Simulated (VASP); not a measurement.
# SiNi (WC type) (P-6m2) in VASP: further runs

The runs below take SiNi (WC type) through relaxation of cell and atoms, with PBE.

All numbers are computed with VASP 6.6.1; they aren't measurements. Logs are shortened: lines on timing, memory, paths and dates and some standing lists are left out, and cuts for length are marked.

### 1 The cell of the first run

The structure is hexagonal, space group P-6m2 (No. 187). The conventional cell has a = 3.485 Å, b = 3.485 Å, c = 2.487 Å, α = 90.00°, β = 90.00°, γ = 120.00°. Within 3.1 Å of Ni (site symmetry -6m2) lie 6 Si at 2.37 Å and 2 Ni at 2.49 Å. Si (site symmetry -6m2) has 6 Ni at 2.37 Å and 2 Si at 2.49 Å within 3.1 Å.

### 2 Relaxation of cell and atoms, PBE, target pressure 0.087 GPa, at which the enthalpy is minimised

Input file INCAR:

```
PREC     = Accurate       # precision mode
ENCUT    = 600            # plane-wave cutoff, eV
EDIFF    = 1E-7           # SCF threshold, eV
ISMEAR   = -1             # smearing method
SIGMA    = 0.1            # smearing width, eV
LREAL    = F              # projectors in reciprocal space
LASPH    = T              # aspherical terms in the spheres
NELM     = 100            # most SCF steps
ALGO     = Normal         # electronic algorithm
ISIF     = 3              # what is computed and relaxed
LWAVE    = F              # write WAVECAR
LCHARG   = F              # write CHGCAR
GGA      = PE             # functional
IBRION   = 2              # ionic algorithm
NSW      = 32             # ionic steps
EDIFFG   = -0.005         # ionic threshold
PSTRESS  = 0.8699999999999999
```

Input file KPOINTS:

```
regular mesh
0
Gamma
  15 15 13
```

Input file POSCAR:

```
SiNi
1.0
    3.4854604229      0.0000000000      0.0000000000
   -1.7427302115      3.0184972701      0.0000000000
    0.0000000000      0.0000000000      2.4874591892
Ni Si
1 1
Direct
    0.0000000000      0.0000000000      0.0000000000
    0.3333333333      0.6666666667      0.5000000000
```

Potentials or basis: VASP PAW PBE potentials, release 64 (Ni, Si).

Command:

```
$ cat potpaw_PBE.64/Ni/POTCAR potpaw_PBE.64/Si/POTCAR > POTCAR
$ mpirun -np 1 vasp_std > vasp.out
```

OUTCAR:

```text
PREC = Accurate
   ENCUT = 600
   EDIFF = 1E-7
   ISMEAR = -1
   LREAL = F
   LASPH = T
   NELM = 100
   ISIF = 3
   GGA = PE
   IBRION = 2
   NSW = 32
   EDIFFG = -0.005
   PSTRESS = 0.8699999999999999

 ion  position               nearest neighbor table
   1  0.000  0.000  0.000-   2 2.37   2 2.37   2 2.37   2 2.37   2 2.37   2 2.37
   2  0.333  0.667  0.500-   1 2.37   1 2.37   1 2.37   1 2.37   1 2.37   1 2.37

  LATTYP: Found a hexagonal cell.
 ALAT       =     3.4854604229
 C/A-ratio  =     0.7136673172

  Lattice vectors:

 A1 = (   3.4854604229,   0.0000000000,   0.0000000000)
 A2 = (  -1.7427302115,   3.0184972701,   0.0000000000)
 A3 = (   0.0000000000,   0.0000000000,   2.4874591892)

Analysis of symmetry for initial positions (statically):
=====================================================================
 Subroutine PRICEL returns:
 Original cell was already a primitive cell.

 Routine SETGRP: Setting up the symmetry group for a
 hexagonal supercell.

 Subroutine GETGRP returns: Found 12 space group operations
 (whereof 12 operations were pure point group operations)
 out of a pool of 24 trial point group operations.

The static configuration has the point symmetry D_3h.

Analysis of symmetry for dynamics (positions and initial velocities):
=====================================================================
 Subroutine PRICEL returns:
 Original cell was already a primitive cell.

 Routine SETGRP: Setting up the symmetry group for a
 hexagonal supercell.

 Subroutine GETGRP returns: Found 12 space group operations
 (whereof 12 operations were pure point group operations)
 out of a pool of 24 trial point group operations.

The dynamic configuration has the point symmetry D_3h.

 Subroutine INISYM returns: Found 12 space group operations
 (whereof 12 operations are pure point group operations),
 and found     1 'primitive' translations

----------------------------------------------------------------------------------------

                                     Primitive cell

  volume of cell :      26.1702

  direct lattice vectors                    reciprocal lattice vectors
     3.485460423  0.000000000  0.000000000     0.286906141  0.165645338  0.000000000
    -1.742730212  3.018497270  0.000000000     0.000000000  0.331290676  0.000000000
     0.000000000  0.000000000  2.487459189     0.000000000  0.000000000  0.402016646

  length of vectors
     3.485460423  3.485460423  2.487459189     0.331290676  0.331290676  0.402016646

  position of ions in fractional coordinates (direct lattice)
     0.000000000  0.000000000  0.000000000
     0.333333333  0.666666667  0.500000000

  ion indices of the primitive-cell ions
   primitive index   ion index
                 1           1
                 2           2

----------------------------------------------------------------------------------------

 KPOINTS: regular mesh

Automatic generation of k-mesh.
 Grid dimensions read from file:
 generate k-points for:   15   15   13

 Generating k-lattice:

  Cartesian coordinates                     Fractional coordinates (reciprocal lattice)
     0.019127076  0.011043023  0.000000000     0.066666667  0.000000000  0.000000000
     0.000000000  0.022086045  0.000000000     0.000000000  0.066666667  0.000000000
     0.000000000  0.000000000  0.030924357     0.000000000  0.000000000  0.076923077

  Length of vectors
     0.022086045  0.022086045  0.030924357

  Shift w.r.t. Gamma in fractional coordinates (k-lattice)
     0.000000000  0.000000000  0.000000000

 Subroutine IBZKPT returns following result:
 ===========================================

 Found    189 irreducible k-points:

 Following reciprocal coordinates:
            Coordinates               Weight
  0.000000  0.000000  0.000000      1.000000
  0.066667  0.000000  0.000000      6.000000
  0.133333  0.000000  0.000000      6.000000
  0.200000  0.000000  0.000000      6.000000
  0.266667  0.000000  0.000000      6.000000
  0.333333  0.000000  0.000000      6.000000
[... 16 lines left out ...]
  0.333333  0.200000  0.000000     12.000000
  0.400000  0.200000  0.000000      6.000000
 [... further k-points ...]
   k-points           NKPTS =    189   k-points in BZ     NKDIM =    189   number of bands    NBANDS=     11
   number of dos      NEDOS =    301   number of ions     NIONS =      2
   total plane-waves  NPLWV =  15680
   dimension x,y,z NGX =    28 NGY =   28 NGZ =   20
   dimension x,y,z NGXF=    56 NGYF=   56 NGZF=   40
   ions per type =               1   1
   NGX,Y,Z   is equivalent  to a cutoff of  13.36, 13.36, 13.37 a.u.
   NGXF,Y,Z  is equivalent  to a cutoff of  26.71, 26.71, 26.73 a.u.
 SYSTEM =  unknown system
   PREC   = accura    normal or accurate (medium, high low for compatibility)
   ISTART =      0    job   : 0-new  1-cont  2-samecut
   ICHARG =      2    charge: 1-file 2-atom 10-const
   ISPIN  =      1    spin polarized calculation?
   LNONCOLLINEAR =      F non collinear calculations
   LSORBIT =      F    spin-orbit coupling
   LASPH  =      T    aspherical Exc in radial PAW
   ENCUT  =  600.0 eV  44.10 Ry    6.64 a.u.   6.96  6.96  4.97*2*pi/ulx,y,z
   NELM   =    100;   NELMIN=  2; NELMDL= -5     # of ELM steps
   EDIFF  = 0.1E-06   stopping-criterion for ELM
   LREAL  =      F    real-space projection
   EDIFFG = -.5E-02   stopping-criterion for IOM
   NSW    =     32    number of steps for IOM
   IBRION =      2    ionic relax: 0-MD 1-quasi-New 2-CG
   NFREE  =      1    steps in history (QN), initial steepest desc. (CG)
   ISIF   =      3    stress and relaxation
   ISYM   =      2    0-nonsym 1-usesym 2-fastsym
   POTIM  = 0.5000    time-step for ionic-motion
   TEBEG  =    0.0;   TEEND  =   0.0 temperature during run
   PSTRESS=    0.9 pullay stress
   NELECT =      14.0000    total number of electrons
   NUPDOWN=      -1.0000    fix difference up-down
   EMIN   =  10.00;   EMAX   =-10.00  energy-range for DOS
   EFERMI =   0.00;   METHOD = LEGACY
   ISMEAR =    -1;   SIGMA  =   0.10  broadening in eV -4-tet -1-fermi 0-gaus
   EFERMI_NEDOS =   21; number of points for ismear=-14 and -15
   IALGO  =     38    algorithm
   IMIX   =      4    mixing-type and parameters
     AMIX     =   0.40;   BMIX     =  1.00
     AMIX_MAG =   1.60;   BMIX_MAG =  1.00
  volume/ion in A,a.u.               =      13.09        88.30
  Fermi-wavevector in a.u.,A,eV,Ry     =   1.328970  2.511389 24.030086  1.766162
  Thomas-Fermi vector in A             =   2.458168
   LORBIT       =      0    0 simple, 1 ext, 2 COOP (PROOUT), +10 PAW based schemes
   GGA     = PE    functional components
   LHFCALC =     F    Hartree Fock is set to
   AEXX    =    0.0000 exact exchange contribution
   IVDW    =     0    specifies the selected vdW correction
   LEPSILON=     F    determine dielectric tensor
   LRPA    =     F    only Hartree local field effects (RPA)
 conjugate gradient relaxation of ions
 non-spin polarized calculation
  energy-cutoff  :      600.00
  volume of cell :       26.17
 maximum number of plane-waves:       893
 NGX is ok and might be reduce to    28
   NGX = 13   NGY = 13   NGZ =  9

--------------------------------------- Ionic step        1  -------------------------------------------

 number of electron      14.0000004 magnetization

 Free energy of the ion-electron system (eV)
  ---------------------------------------------------
  ext. energy  EPLUGINS =         0.00000000
  ---------------------------------------------------
  free energy    TOTEN  =       -11.67257039 eV

  energy without entropy =      -11.64044331  energy(sigma->0) =      -11.65650685

------------------------ aborting loop because EDIFF is reached ----------------------------------------

  FORCE on cell =-STRESS in cart. coord.  units (eV):
  Direction    XX          YY          ZZ          XY          YZ          ZX
  --------------------------------------------------------------------------------------
  -------------------------------------------------------------------------------------
  Total        0.0031072      0.0031072      0.0503314     -0.0000000      0.0000000      0.0000000
  in kB        0.1902252      0.1902252      3.0813607     -0.0000000      0.0000000      0.0000000
  external PRESSURE =       0.2839370 kB  Pullay stress =       0.8700000 kB
[... 137 lines left out ...]
  enthalpy is  TOTEN    =       -11.6583822634 eV   P V=        0.0142023531

--------------------------------------- Ionic step        5  -------------------------------------------

 number of electron      14.0000004 magnetization

 Free energy of the ion-electron system (eV)
  ---------------------------------------------------
  ext. energy  EPLUGINS =         0.00000000
  ---------------------------------------------------
  free energy    TOTEN  =       -11.67259299 eV

  energy without entropy =      -11.64052605  energy(sigma->0) =      -11.65655952

 E-fermi :   9.1589     XC(G=0): -11.7197

 val. band max:        9.1492652402   @ k =   0.2000   0.1333   0.3846
 cond. band min:       9.1593963096   @ k =   0.1333   0.1333   0.0769
 fundamental gap:      0.0101310694
 Fermi energy:         9.1588801376

 k-point     1 :       0.0000    0.0000    0.0000
  band No.  band energies     occupation
      1      -3.2642      2.00000
      2       5.4820      2.00000
      3       5.5909      2.00000
      4       5.5909      2.00000
      5       7.5702      2.00000
      6       7.5702      2.00000
      7      11.8306      0.00000
      8      11.8306      0.00000
      9      14.0772      0.00000
     10      15.4577      0.00000
     11      15.4577      0.00000
[... 309 lines left out ...]
 k-point    24 :       0.4000    0.2000    0.0000
  band No.  band energies     occupation
      1      -0.6790      2.00000
      2       2.6721      2.00000
      3       4.9030      2.00000
      4       6.5564      2.00000
      5       6.9096      2.00000
      6       7.3904      2.00000
      7       7.4870      2.00000
      8       7.8520      2.00000
      9      16.2397      0.00000
     10      20.2371      0.00000
     11      20.6539      0.00000

 [... further k-points ...]

------------------------ aborting loop because EDIFF is reached ----------------------------------------

  FORCE on cell =-STRESS in cart. coord.  units (eV):
  Direction    XX          YY          ZZ          XY          YZ          ZX
  --------------------------------------------------------------------------------------
  -------------------------------------------------------------------------------------
  Total        0.0167077      0.0167077      0.0107507     -0.0000000     -0.0000000     -0.0000000
  in kB        1.0230434      1.0230434      0.6582852     -0.0000000     -0.0000000     -0.0000000
  external PRESSURE =       0.0314573 kB  Pullay stress =       0.8700000 kB
[... 17 lines left out ...]
  FREE ENERGIE OF THE ION-ELECTRON SYSTEM (eV)
  ---------------------------------------------------
  free  energy   TOTEN  =       -11.6725929855 eV

  energy  without entropy=      -11.6405260469  energy(sigma->0) =      -11.65655952

  enthalpy is  TOTEN    =       -11.6583846603 eV   P V=        0.0142083252

 reached required accuracy - stopping structural energy minimisation
```

Wall time 60 s (1 thread of Intel Xeon 6975P-C (Granite Rapids), shared host); peak memory 0.21 GiB.

What came out:

```
Free energy                                                : -11.6726 eV
Relaxed volume                                             : 13.08 Å³/atom
Relaxed cell                                               : a = 3.483 Å, b = 3.483 Å, c = 2.490 Å, α = 90.00°, β = 90.00°, γ = 120.00°
Space group after relaxing (to 0.1 Å)                      : P-6m2 (No. 187)
Energy change on relaxing (the run minimises the enthalpy) : -0.0 meV/atom
Ionic steps                                                : 5
Pressure after relaxing                                    : 0.1 GPa
Band gap on the k mesh                                     : zero (bands 7 and 8 overlap by 4.80 eV)
```

Final structure:
```
Ni Si
1.0
     3.48308    0.00000    0.00000
    -1.74154    3.01643    0.00000
     0.00000    0.00000    2.49045
Ni Si
1 1
Direct
  0.00000 0.00000 0.00000
  0.33333 0.66667 0.50000
```

Levels at points of the mesh, in eV from the Fermi level:
| k point | band 5 | band 6 | band 7 | band 8 | band 9 | band 10 |
| --- | --- | --- | --- | --- | --- | --- |
| (0.00, 0.00, 0.00) | -1.59 | -1.59 | 2.67 | 2.67 | 4.92 | 6.30 |

Caveat: the cell is relaxed towards a set pressure, so the run minimises the enthalpy, not the energy. Spin polarisation is off, so any magnetic state and its effect on volume and gap are missing.

(Continued in part 2 of 2.)
